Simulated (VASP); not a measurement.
Runs of VASP 6.6.1 on HfB. The structure is that of space group Fm-3m (No. 225), or close to it. The cells are those of the table. 

```csv
cell,gap on the mesh (eV),pressure (GPa)
"a = 3.267 Å, angles 60.0°, 2 atoms",none,24.4
"a = 3.177 Å, angles 60.0°, 2 atoms",none,50.8
"a = 3.310 Å, angles 60.0°, 2 atoms",none,(a)
"a = 3.352 Å, angles 60.0°, 2 atoms",none,(b)
"a = 3.223 Å, angles 60.0°, 2 atoms",none,36.4
```

Alike in all rows: task single point; level PBEsol; potentials or basis VASP PAW PBE potentials, release 64 (Hf_pv, B); no spin polarisation; k mesh 11 × 11 × 11; cutoff (eV) 520; smearing gaussian 0.05 eV.

**Question.** Fill in the values left out.

**Answer.** (a) 14.5; (b) 6.2.

Caveats: the PAW data sets were made with another functional, which shifts forces and pressure a little; spin-orbit coupling is left out, which moves the levels of the heavy elements.

A k mesh can miss the band edges, and the runs leave out spin-orbit coupling on Hf.

A gap of «none» marks levels without a gap at the run's occupations.
